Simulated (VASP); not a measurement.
Here is a VASP 6.6.1 calculation.

Contents of INCAR:

```
SYSTEM = HfN
PREC = Accurate
ENCUT = 520
EDIFF = 1E-8
ISMEAR = -1
SIGMA = 0.05
LREAL = .False.
LASPH = .True.
NELM = 100
ALGO = Normal
ISIF = 2
LWAVE = .False.
LCHARG = .False.
GGA = PE
NBANDS = 14
IBRION = 8
NSW = 1
```

The input KPOINTS:

```
Automatic mesh
0
Gamma
  9 9 9
  0 0 0
```

POSCAR

```
HfN
1.0
    0.0000000000      2.4548220000      2.4548220000
    2.4548220000      0.0000000000      2.4548220000
    2.4548220000      2.4548220000      0.0000000000
Hf N
1 1
Direct
    0.0000000000      0.0000000000      0.0000000000
    0.2500000000      0.2500000000      0.2500000000
```

Potentials or basis: VASP PAW PBE potentials, release 64 (Hf_pv, N).

Launch:

```sh
$ cat potpaw_PBE.64/Hf_pv/POTCAR potpaw_PBE.64/N/POTCAR > POTCAR
$ mpirun -np 1 vasp_std > vasp.out
```

What does it give for the highest phonon frequency at Γ, LO-TO splitting left out?

490 cm⁻¹.

Phonon frequencies in cm⁻¹ (negative: imaginary):
| q point | frequencies |
| --- | --- |
| (0.000, 0.000, 0.000) | 0 0 0 490 490 490 |
